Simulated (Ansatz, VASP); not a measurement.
## SrOs: VASP beside Ansatz

```xyz
2
Lattice="3.7166 0.0000 0.0000 0.0000 3.7166 0.0000 0.0000 0.0000 3.7166" Properties=species:S:1:pos:R:3 pbc="T T T"
Sr    0.0000    0.0000    0.0000
Os    1.8583    1.8583    1.8583
```

Alike in both runs: task single point; functional PBE; k mesh 10 × 10 × 10; occupations gaussian, width 0.05 eV; no spin polarisation.

```csv
,VASP,Ansatz
version,VASP 6.6.1,Ansatz 0.2.0
potentials or method,"VASP PAW PBE potentials, release 64 (Sr_sv, Os), cutoff 520 eV","scalar-relativistic, plane waves, PAW"
valence electrons in the cell,18,26
```

```csv
,VASP,Ansatz,Ansatz less VASP
gap on the k mesh at the Fermi level (eV),none,none,-
pressure (GPa),-4.7,-4.9,-0.18
```

A gap of «none» marks a metal or a gap that the smearing closes. With one functional, cell and mesh, what is left measures potentials, basis and numerics. VASP's potentials hold 18 valence electrons a cell and Ansatz's 26, so a difference there can come from the potentials and not from the codes.

Neither program's run includes spin-orbit coupling.
